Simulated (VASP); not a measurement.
# TaN (I4/mmm) in VASP: a series of runs

Runs on TaN. Level: LDA. Tasks: single point.

All numbers are computed with VASP 6.6.1; they aren't measurements. Logs are shortened: lines on timing, memory, paths and dates and some standing lists are left out, and cuts for length are marked.

**1. The cell of the first run**

It takes space group I4/mmm (No. 139, tetragonal). Conventional cell: a = 2.746 Å, b = 2.746 Å, c = 5.490 Å, α = 90.00°, β = 90.00°, γ = 90.00°. Ta (site symmetry 4/mmm) has 4 N at 1.94 Å within 2.6 Å. Within 2.6 Å of N (site symmetry 4/mmm) lie 4 Ta at 1.94 Å.

**2. Single point, LDA**

INCAR reads:

```
PREC     = Accurate       # precision mode
ENCUT    = 520            # plane-wave cutoff, eV
EDIFF    = 1E-6           # SCF threshold, eV
ISMEAR   = 0              # smearing method
SIGMA    = 0.15           # smearing width, eV
LREAL    = False          # projectors in reciprocal space
LASPH    = True           # aspherical terms in the spheres
NELM     = 80             # most SCF steps
ALGO     = Normal         # electronic algorithm
ISIF     = 2              # what is computed and relaxed
LWAVE    = False          # write WAVECAR
LCHARG   = False          # write CHGCAR
NBANDS   = 15             # bands
```

KPOINTS reads:

```
regular mesh
0
Gamma
  20 20 20
```

POSCAR reads:

```
TaN
1.0
    0.0000000000      1.9413660345      2.7450915729
    1.9413660345      0.0000000000      2.7450915729
    1.9413660345      1.9413660345      0.0000000000
Ta N
1 1
Direct
    0.5000000000      0.5000000000      0.5000000000
    0.0000000000      0.0000000000      0.0000000000
```

Potentials or basis: VASP PAW LDA potentials, release 64 (Ta_pv, N).

On the command line:

```
$ cat potpaw_LDA.64/Ta_pv/POTCAR potpaw_LDA.64/N/POTCAR > POTCAR
$ mpirun -np 1 vasp_std > vasp.out
```

OUTCAR:

```text
PREC = Accurate
   ENCUT = 520
   EDIFF = 1E-6
   ISMEAR = 0
   LREAL = False
   LASPH = True
   NELM = 80
   ISIF = 2

 ion  position               nearest neighbor table
   1  0.500  0.500  0.500-   2 1.94   2 1.94   2 1.94   2 1.94
   2  0.000  0.000  0.000-   1 1.94   1 1.94   1 1.94   1 1.94

  LATTYP: Found a body centered tetragonal cell.
 ALAT       =     2.7455061755
 C/A-ratio  =     1.9996979773

  Lattice vectors:

 A1 = (  -1.9413660345,   0.0000000000,   2.7450915729)
 A2 = (   1.9413660345,   0.0000000000,   2.7450915729)
 A3 = (   0.0000000000,   1.9413660345,  -2.7450915729)

Analysis of symmetry for initial positions (statically):
=====================================================================
 Subroutine PRICEL returns:
 Original cell was already a primitive cell.

 Routine SETGRP: Setting up the symmetry group for a
 body centered tetragonal supercell.

 Subroutine GETGRP returns: Found 16 space group operations
 (whereof 16 operations were pure point group operations)
 out of a pool of 16 trial point group operations.

The static configuration has the point symmetry D_4h.

Analysis of symmetry for dynamics (positions and initial velocities):
=====================================================================
 Subroutine PRICEL returns:
 Original cell was already a primitive cell.

 Routine SETGRP: Setting up the symmetry group for a
 body centered tetragonal supercell.

 Subroutine GETGRP returns: Found 16 space group operations
 (whereof 16 operations were pure point group operations)
 out of a pool of 16 trial point group operations.

The dynamic configuration has the point symmetry D_4h.

 Subroutine INISYM returns: Found 16 space group operations
 (whereof 16 operations are pure point group operations),
 and found     1 'primitive' translations

----------------------------------------------------------------------------------------

                                     Primitive cell

  volume of cell :      20.6920

  direct lattice vectors                    reciprocal lattice vectors
     0.000000000  1.941366034  2.745091573    -0.257550607  0.257550607  0.182143286
     1.941366034  0.000000000  2.745091573     0.257550607 -0.257550607  0.182143286
     1.941366034  1.941366034  0.000000000     0.257550607  0.257550607 -0.182143286

  length of vectors
     3.362206095  3.362206095  2.745506176     0.407235567  0.407235567  0.407235567

  position of ions in fractional coordinates (direct lattice)
     0.500000000  0.500000000  0.500000000
     0.000000000  0.000000000  0.000000000

  ion indices of the primitive-cell ions
   primitive index   ion index
                 1           1
                 2           2

----------------------------------------------------------------------------------------

 KPOINTS: regular mesh

Automatic generation of k-mesh.
 Grid dimensions read from file:
 generate k-points for:   20   20   20

 Generating k-lattice:

  Cartesian coordinates                     Fractional coordinates (reciprocal lattice)
    -0.012877530  0.012877530  0.009107164     0.050000000  0.000000000  0.000000000
     0.012877530 -0.012877530  0.009107164     0.000000000  0.050000000  0.000000000
     0.012877530  0.012877530 -0.009107164     0.000000000  0.000000000  0.050000000

  Length of vectors
     0.020361778  0.020361778  0.020361778

  Shift w.r.t. Gamma in fractional coordinates (k-lattice)
     0.000000000  0.000000000  0.000000000

 Subroutine IBZKPT returns following result:
 ===========================================

 Found    641 irreducible k-points:

 Following reciprocal coordinates:
            Coordinates               Weight
  0.000000  0.000000  0.000000      1.000000
  0.050000  0.000000  0.000000      8.000000
  0.100000  0.000000  0.000000      8.000000
  0.150000  0.000000  0.000000      8.000000
  0.200000  0.000000  0.000000      8.000000
  0.250000  0.000000  0.000000      8.000000
[... 16 lines left out ...]
 -0.400000  0.050000  0.000000      8.000000
 -0.350000  0.050000  0.000000      8.000000
 [... further k-points ...]
   k-points           NKPTS =    641   k-points in BZ     NKDIM =    641   number of bands    NBANDS=     15
   number of dos      NEDOS =    301   number of ions     NIONS =      2
   total plane-waves  NPLWV =  15680
   dimension x,y,z NGX =    28 NGY =   28 NGZ =   20
   dimension x,y,z NGXF=    56 NGYF=   56 NGZF=   40
   ions per type =               1   1
   NGX,Y,Z   is equivalent  to a cutoff of  13.84, 13.84, 12.11 a.u.
   NGXF,Y,Z  is equivalent  to a cutoff of  27.69, 27.69, 24.22 a.u.
 SYSTEM =  unknown system
   PREC   = accura    normal or accurate (medium, high low for compatibility)
   ISTART =      0    job   : 0-new  1-cont  2-samecut
   ICHARG =      2    charge: 1-file 2-atom 10-const
   ISPIN  =      1    spin polarized calculation?
   LNONCOLLINEAR =      F non collinear calculations
   LSORBIT =      F    spin-orbit coupling
   LASPH  =      T    aspherical Exc in radial PAW
   ENCUT  =  520.0 eV  38.22 Ry    6.18 a.u.   6.25  6.25  5.10*2*pi/ulx,y,z
   NELM   =     80;   NELMIN=  2; NELMDL= -5     # of ELM steps
   EDIFF  = 0.1E-05   stopping-criterion for ELM
   LREAL  =      F    real-space projection
   EDIFFG = 0.1E-04   stopping-criterion for IOM
   NSW    =      0    number of steps for IOM
   IBRION =     -1    ionic relax: 0-MD 1-quasi-New 2-CG
   NFREE  =      0    steps in history (QN), initial steepest desc. (CG)
   ISIF   =      2    stress and relaxation
   ISYM   =      2    0-nonsym 1-usesym 2-fastsym
   POTIM  = 0.5000    time-step for ionic-motion
   TEBEG  =    0.0;   TEEND  =   0.0 temperature during run
   PSTRESS=    0.0 pullay stress
   NELECT =      16.0000    total number of electrons
   NUPDOWN=      -1.0000    fix difference up-down
   EMIN   =  10.00;   EMAX   =-10.00  energy-range for DOS
   EFERMI =   0.00;   METHOD = LEGACY
   ISMEAR =     0;   SIGMA  =   0.15  broadening in eV -4-tet -1-fermi 0-gaus
   EFERMI_NEDOS =   21; number of points for ismear=-14 and -15
   IALGO  =     38    algorithm
   IMIX   =      4    mixing-type and parameters
     AMIX     =   0.40;   BMIX     =  1.00
     AMIX_MAG =   1.60;   BMIX_MAG =  1.00
  volume/ion in A,a.u.               =      10.35        69.82
  Fermi-wavevector in a.u.,A,eV,Ry     =   1.502615  2.839530 30.719922  2.257851
  Thomas-Fermi vector in A             =   2.613832
   LORBIT       =      0    0 simple, 1 ext, 2 COOP (PROOUT), +10 PAW based schemes
   GGA     = CA    functional components
   LHFCALC =     F    Hartree Fock is set to
   AEXX    =    0.0000 exact exchange contribution
   IVDW    =     0    specifies the selected vdW correction
   LEPSILON=     F    determine dielectric tensor
   LRPA    =     F    only Hartree local field effects (RPA)
 non-spin polarized calculation
 Gauss-broadening in eV      SIGMA  =   0.15
  energy-cutoff  :      520.00
  volume of cell :       20.69
 maximum number of plane-waves:       576
 NGX is ok and might be reduce to    28
   NGX = 13   NGY = 13   NGZ = 11

 number of electron      16.0000002 magnetization

 Free energy of the ion-electron system (eV)
  ---------------------------------------------------
  ext. energy  EPLUGINS =         0.00000000
  ---------------------------------------------------
  free energy    TOTEN  =       -22.12760064 eV

  energy without entropy =      -22.11835981  energy(sigma->0) =      -22.12298023

 E-fermi :   9.2277     XC(G=0): -13.6241

 val. band max:        9.2211395144   @ k =  -0.4000  -0.0000   0.3500
 cond. band min:       9.2284020580   @ k =  -0.0500   0.1000   0.0500
 fundamental gap:      0.0072625436
 Fermi energy:         9.2277105532

 k-point     1 :       0.0000    0.0000    0.0000
  band No.  band energies     occupation
      1     -25.8464      2.00000
      2     -25.6028      2.00000
      3     -25.6028      2.00000
      4      -9.7027      2.00000
      5       4.6121      2.00000
      6       4.7034      2.00000
      7       4.8783      2.00000
      8       6.2133      2.00000
      9       6.2133      2.00000
     10       9.6519      0.00006
     11       9.6519      0.00006
     12      11.8710      0.00000
     13      16.7948      0.00000
     14      20.5590      0.00000
     15      21.4693      0.00000

 k-point     2 :       0.0500    0.0000    0.0000
  band No.  band energies     occupation
      1     -25.8484      2.00000
      2     -25.6485      2.00000
      3     -25.5979      2.00000
      4      -9.6153      2.00000
      5       4.2580      2.00000
      6       4.5633      2.00000
      7       5.1912      2.00000
      8       5.9195      2.00000
      9       6.3192      2.00000
     10       9.6991      0.00001
     11       9.7123      0.00000
     12      12.2545      0.00000
     13      16.9399      0.00000
     14      20.7632      0.00000
     15      21.4692      0.00000

 k-point     3 :       0.1000    0.0000    0.0000
  band No.  band energies     occupation
      1     -25.8575      2.00000
      2     -25.7756      2.00000
      3     -25.5836      2.00000
      4      -9.3609      2.00000
      5       3.7454      2.00000
      6       4.1531      2.00000
      7       5.2165      2.00000
      8       5.6104      2.00000
      9       6.6447      2.00000
     10       9.8364      0.00000
     11       9.8885      0.00000
     12      13.2262      0.00000
     13      17.3393      0.00000
     14      21.3188      0.00000
     15      21.4690      0.00000
[... 343 lines left out ...]
 k-point    23 :      -0.4000    0.0500    0.0000
  band No.  band energies     occupation
      1     -27.2073      2.00000
      2     -25.8908      2.00000
      3     -25.4005      2.00000
      4      -5.4718      2.00000
      5      -1.0699      2.00000
      6       0.9170      2.00000
      7       0.9353      2.00000
      8       9.7959      0.00000
      9      11.8456      0.00000
     10      12.3742      0.00000
     11      13.4502      0.00000
     12      15.0345      0.00000
     13      21.4667      0.00000
     14      22.0130      0.00000
     15      22.3380      0.00000

 k-point    24 :      -0.3500    0.0500    0.0000
  band No.  band energies     occupation
      1     -27.1013      2.00000
      2     -25.8785      2.00000
      3     -25.4140      2.00000
      4      -5.9725      2.00000
      5      -0.4878      2.00000
      6       1.1564      2.00000
      7       1.1786      2.00000
      8       8.8217      1.99987
      9      11.5606      0.00000
     10      11.8669      0.00000
     11      12.6197      0.00000
     12      16.3855      0.00000
     13      21.4637      0.00000
     14      21.4944      0.00000
     15      21.9465      0.00000

 [... further k-points ...]
[... 5 lines left out ...]
  --------------------------------------------------------------------------------------
  -------------------------------------------------------------------------------------
  Total       16.6254387     16.6254387     -0.9783543      0.0000000     -0.0000000     -0.0000000
  in kB     1287.3066439   1287.3066439    -75.7539107      0.0000000     -0.0000000     -0.0000000
  external PRESSURE =     832.9531257 kB  Pullay stress =       0.0000000 kB

 VOLUME and BASIS-vectors are now :
 -----------------------------------------------------------------------------
  energy-cutoff  :      520.00
  volume of cell :       20.69
      direct lattice vectors                 reciprocal lattice vectors
     0.000000000  1.941366034  2.745091573    -0.257550607  0.257550607  0.182143286
     1.941366034  0.000000000  2.745091573     0.257550607 -0.257550607  0.182143286
     1.941366034  1.941366034  0.000000000     0.257550607  0.257550607 -0.182143286

 POSITION                                       TOTAL-FORCE (eV/Angst)
 -----------------------------------------------------------------------------------
      1.94137      1.94137      2.74509         0.000000     -0.000000      0.000000
      0.00000      0.00000      0.00000        -0.000000      0.000000      0.000000
 -----------------------------------------------------------------------------------
    total drift:                                0.000000      0.000000      0.000000

  FREE ENERGIE OF THE ION-ELECTRON SYSTEM (eV)
  ---------------------------------------------------
  free  energy   TOTEN  =       -22.1276006428 eV

  energy  without entropy=      -22.1183598139  energy(sigma->0) =      -22.12298023
```

Wall time 6.1 min (1 thread of Intel Xeon 8259CL, shared host); peak memory 0.31 GiB.

What came out:

```
Free energy            : -22.1276 eV
Pressure               : 83.3 GPa
Band gap on the k mesh : zero (bands 8 and 9 overlap by 5.13 eV)
```

Levels at points of the mesh, in eV from the Fermi level:
```tsv
k point	band 5	band 6	band 7	band 8	band 9	band 10	band 11	band 12
(0.00, 0.00, 0.00)	-4.62	-4.52	-4.35	-3.01	-3.01	0.42	0.42	2.64
(0.50, 0.00, 0.00)	-10.59	-8.43	-8.39	2.11	2.80	3.30	3.91	4.79
(0.50, 0.50, 0.00)	-7.57	-5.45	-3.23	-3.23	3.03	3.53	3.53	4.19
(0.50, 0.00, 0.50)	-4.80	-4.77	-4.54	-3.71	0.50	0.98	7.01	7.92
```

Caveat: the stress differs along the axes, from -8 to 129 GPa; spin-orbit coupling is left out, which moves the levels of the heavy elements.

[end of part 1 of 2]
